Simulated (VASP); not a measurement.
# Sb (R-3m) in VASP: further runs, part 2 of 2

VASP 6.6.1. The steps go on from the part before.

### Step 4. Electric field gradients, LDA (equal xx and yy strain of -1 %)

INCAR reads:

```
  PREC = Accurate
  ENCUT = 520
  EDIFF = 1E-8
  ISMEAR = -1
  SIGMA = 0.03
  LREAL = False
  LASPH = True
  NELM = 60
  ALGO = Normal
  ISIF = 2
  LWAVE = False
  LCHARG = False
  GGA = CA
  LEFG = True
  NBANDS = 12
```

KPOINTS reads:

```
regular mesh
0
Gamma
  12 12 12
```

POSCAR reads:

```
Sb
1.0
    2.1290943287      1.2292331838      3.7440000000
   -2.1290943287      1.2292331838      3.7440000000
    0.0000000000     -2.4584663675      3.7440000000
Sb
2
Direct
    0.2336400000      0.2336400000      0.2336400000
    0.7663600000      0.7663600000      0.7663600000
```

Potentials or basis: VASP PAW LDA potentials, release 64 (Sb).

The run is started by

```sh
cat potpaw_LDA.64/Sb/POTCAR > POTCAR
mpirun -np 1 vasp_std > vasp.out
```

OUTCAR:

```text
PREC = Accurate
   ENCUT = 520
   EDIFF = 1E-8
   ISMEAR = -1
   LREAL = False
   LASPH = True
   NELM = 60
   ISIF = 2
   GGA = CA

 ion  position               nearest neighbor table
   1  0.234  0.234  0.234-   2 2.88   2 2.88   2 2.88   2 3.33   2 3.33   2 3.33
   2  0.766  0.766  0.766-   1 2.88   1 2.88   1 2.88   1 3.33   1 3.33   1 3.33

  LATTYP: Found a trigonal (rhomboedric) cell.
 ALAT       =     4.4790169547
 COS(alpha) =     0.5480874637

  Lattice vectors:

 A1 = (   2.1290943287,   1.2292331838,   3.7440000000)
 A2 = (  -2.1290943287,   1.2292331838,   3.7440000000)
 A3 = (   0.0000000000,  -2.4584663675,   3.7440000000)

Analysis of symmetry for initial positions (statically):
=====================================================================
 Subroutine PRICEL returns:
 Original cell was already a primitive cell.

 Routine SETGRP: Setting up the symmetry group for a
 trigonal (rhombohedral) supercell.

 Subroutine GETGRP returns: Found 12 space group operations
 (whereof 12 operations were pure point group operations)
 out of a pool of 12 trial point group operations.

The static configuration has the point symmetry D_3d.

Analysis of symmetry for dynamics (positions and initial velocities):
=====================================================================
 Subroutine PRICEL returns:
 Original cell was already a primitive cell.

 Routine SETGRP: Setting up the symmetry group for a
 trigonal (rhombohedral) supercell.

 Subroutine GETGRP returns: Found 12 space group operations
 (whereof 12 operations were pure point group operations)
 out of a pool of 12 trial point group operations.

The dynamic configuration has the point symmetry D_3d.

 Subroutine INISYM returns: Found 12 space group operations
 (whereof 12 operations are pure point group operations),
 and found     1 'primitive' translations

----------------------------------------------------------------------------------------

                                     Primitive cell

  volume of cell :      58.7917

  direct lattice vectors                    reciprocal lattice vectors
     2.129094329  1.229233184  3.744000000     0.234841638  0.135585883  0.089031339
    -2.129094329  1.229233184  3.744000000    -0.234841638  0.135585883  0.089031339
     0.000000000 -2.458466367  3.744000000     0.000000000 -0.271171766  0.089031339

  length of vectors
     4.479016955  4.479016955  4.479016955     0.285413220  0.285413220  0.285413220

  position of ions in fractional coordinates (direct lattice)
     0.233640000  0.233640000  0.233640000
     0.766360000  0.766360000  0.766360000

  ion indices of the primitive-cell ions
   primitive index   ion index
                 1           1
                 2           2

----------------------------------------------------------------------------------------

 KPOINTS: regular mesh

Automatic generation of k-mesh.
 Grid dimensions read from file:
 generate k-points for:   12   12   12

 Generating k-lattice:
[... 80 lines left out ...]
   IMIX   =      4    mixing-type and parameters
     AMIX     =   0.40;   BMIX     =  1.00
     AMIX_MAG =   1.60;   BMIX_MAG =  1.00
  volume/ion in A,a.u.               =      29.40       198.37
  Fermi-wavevector in a.u.,A,eV,Ry     =   0.907060  1.714095 11.194303  0.822758
  Thomas-Fermi vector in A             =   2.030822
   LORBIT       =      0    0 simple, 1 ext, 2 COOP (PROOUT), +10 PAW based schemes
   GGA     = CA    functional components
   LHFCALC =     F    Hartree Fock is set to
   AEXX    =    0.0000 exact exchange contribution
   IVDW    =     0    specifies the selected vdW correction
   LEPSILON=     F    determine dielectric tensor
   LRPA    =     F    only Hartree local field effects (RPA)
 non-spin polarized calculation
  energy-cutoff  :      520.00
  volume of cell :       58.79
 maximum number of plane-waves:      1599
 NGX is ok and might be reduce to    36
   NGX = 17   NGY = 17   NGZ = 17

 number of electron      10.0000000 magnetization

 Free energy of the ion-electron system (eV)
  ---------------------------------------------------
  ext. energy  EPLUGINS =         0.00000000
  ---------------------------------------------------
  free energy    TOTEN  =        -9.61751157 eV

  energy without entropy =       -9.61711613  energy(sigma->0) =       -9.61731385

 E-fermi :   7.5188     XC(G=0):  -9.8306

 val. band max:        7.4114338561   @ k =   0.4167   0.3333   0.3333
 cond. band min:       7.5500254786   @ k =   0.4167   0.0833   0.0833
 fundamental gap:      0.1385916226
 Fermi energy:         7.5188045443

 k-point     1 :       0.0000    0.0000    0.0000
  band No.  band energies     occupation
      1      -5.4668      2.00000
      2       2.7344      2.00000
      3       5.3057      2.00000
      4       5.6825      2.00000
      5       5.6825      2.00000
      6       9.5572      0.00000
      7      10.2016      0.00000
      8      10.2016      0.00000
      9      12.5847      0.00000
     10      12.5847      0.00000
     11      12.7162      0.00000
     12      13.9845      0.00000
[... 331 lines left out ...]
 k-point    24 :      -0.4167    0.1667    0.0000
  band No.  band energies     occupation
      1      -2.8667      2.00000
      2      -2.1082      2.00000
      3       3.6563      2.00000
      4       5.1323      2.00000
      5       5.7361      2.00000
      6       8.3856      0.00000
      7       8.7790      0.00000
      8      10.6246      0.00000
      9      13.9629      0.00000
     10      14.5774      0.00000
     11      15.1726      0.00000
     12      17.3253      0.00000

 [... further k-points ...]

------------------------ aborting loop because EDIFF is reached ----------------------------------------

  FORCE on cell =-STRESS in cart. coord.  units (eV):
  Direction    XX          YY          ZZ          XY          YZ          ZX
  --------------------------------------------------------------------------------------
  -------------------------------------------------------------------------------------
  Total        0.4269181      0.4269181     -0.0139869      0.0000000     -0.0000000      0.0000000
  in kB       11.6342634     11.6342634     -0.3811679      0.0000000     -0.0000000      0.0000000
  external PRESSURE =       7.6291197 kB  Pullay stress =       0.0000000 kB

 VOLUME and BASIS-vectors are now :
 -----------------------------------------------------------------------------
  energy-cutoff  :      520.00
  volume of cell :       58.79
      direct lattice vectors                 reciprocal lattice vectors
     2.129094329  1.229233184  3.744000000     0.234841638  0.135585883  0.089031339
    -2.129094329  1.229233184  3.744000000    -0.234841638  0.135585883  0.089031339
     0.000000000 -2.458466367  3.744000000     0.000000000 -0.271171766  0.089031339

 POSITION                                       TOTAL-FORCE (eV/Angst)
 -----------------------------------------------------------------------------------
      0.00000      0.00000      2.62424         0.000000      0.000000      0.232862
      0.00000      0.00000      8.60776         0.000000     -0.000000     -0.232862
 -----------------------------------------------------------------------------------
    total drift:                                0.000000     -0.000000      0.000000

  FREE ENERGIE OF THE ION-ELECTRON SYSTEM (eV)
  ---------------------------------------------------
  free  energy   TOTEN  =        -9.6175115650 eV

  energy  without entropy=       -9.6171161306  energy(sigma->0) =       -9.61731385

 Electric field gradients (V/A^2)
---------------------------------------------------------------------
 ion       V_xx      V_yy      V_zz      V_xy      V_xz      V_yz
---------------------------------------------------------------------
   1      19.881    19.881   -39.762     0.000    -0.000    -0.000
   2      19.881    19.881   -39.762     0.000    -0.000    -0.000
---------------------------------------------------------------------

 Electric field gradients after diagonalization (V/A^2)
 (convention: |V_zz| > |V_xx| > |V_yy|)
----------------------------------------------------------------------
 ion       V_xx      V_yy      V_zz     asymmetry (V_yy - V_xx)/ V_zz
----------------------------------------------------------------------
   1      19.881    19.881   -39.762       0.000
   2      19.881    19.881   -39.762       0.000
----------------------------------------------------------------------

           NMR quadrupolar parameters

 Cq : quadrupolar parameter    Cq=e*Q*V_zz/h
 eta: asymmetry parameters     (V_yy - V_xx)/ V_zz
 Q  : nuclear electric quadrupole moment in mb (millibarn)
----------------------------------------------------------------------
 ion       Cq(MHz)       eta       Q (mb)
----------------------------------------------------------------------
   1      -0.096       0.000       1.000
   2      -0.096       0.000       1.000
----------------------------------------------------------------------
```

stdout:

```text
POSCAR found type information on POSCAR Sb
 POSCAR found :  1 types and       2 ions
 scaLAPACK will be used
 LDA part: xc-table for (Slater(with rela. corr.)+CA(PZ))
 , standard interpolation
 POSCAR, INCAR and KPOINTS ok, starting setup
 FFT: planning ... GRIDC
 FFT: planning ... GRID_SOFT
 FFT: planning ... GRID
 WAVECAR not read
 entering main loop
ion   1

ion   2
```

It took 100 s on 1 thread of AMD EPYC 7R13 (Zen 3), shared host; peak memory 0.22 GiB.

Results:

```yaml
Free_energy: -9.6175 eV
Pressure: 0.8 GPa
Largest_force: 0.233 eV/Å
Band_gap_on_the_k_mesh: zero (bands 5 and 6 overlap by 0.33 eV)
Largest_electric_field_gradient_by_atom: Sb -39.8 V/Å²
```

Forces in eV/Å, atoms in the order of the input:
```
Sb   0.000  0.000  0.233
Sb   0.000  0.000 -0.233
```

Electric field gradients, principal values (V/Å²):
| atom | least | middle | greatest (by size) |
| --- | --- | --- | --- |
| 1 Sb | 19.881 | 19.881 | -39.762 |
| 2 Sb | 19.881 | 19.881 | -39.762 |

Caveat: the cell differs from its parent crystal (equal xx and yy strain of -1 %); without QUAD_EFG the Cq values of the log hold for a quadrupole moment of 1 mb, not for the nuclei; spin-orbit coupling is left out, which moves the levels of the heavy elements.

### Step 5. Summary

| potentials or basis | cell | cutoff (eV) | gap on the mesh (eV) | pressure (GPa) | largest force (eV/Å) |
| --- | --- | --- | --- | --- | --- |
| VASP PAW LDA potentials, release 64 (Sb) | a = 4.552 Å, angles 57.2°, 2 atoms | 520 | none | -2.7 | 0.06 |
| VASP PAW LDA potentials, release 64 (Sb_d_GW) | a = 4.432 Å, angles 57.2°, 2 atoms | 400 | none | 1.5 | 0.30 |
| VASP PAW LDA potentials, release 64 (Sb) | a = 4.479 Å, angles 56.8°, 2 atoms | 520 | none | 0.8 | 0.23 |

Alike in all rows: task electric field gradients; level LDA; no spin polarisation; k mesh 12 × 12 × 12; smearing fermi-dirac 0.03 eV.

Caveats: spin-orbit coupling is left out, which moves the levels of the heavy elements.

Absolute energies hang on the potentials; compare differences alone.

The gap in the log of VASP goes by the Fermi energy; the results here count the filled bands.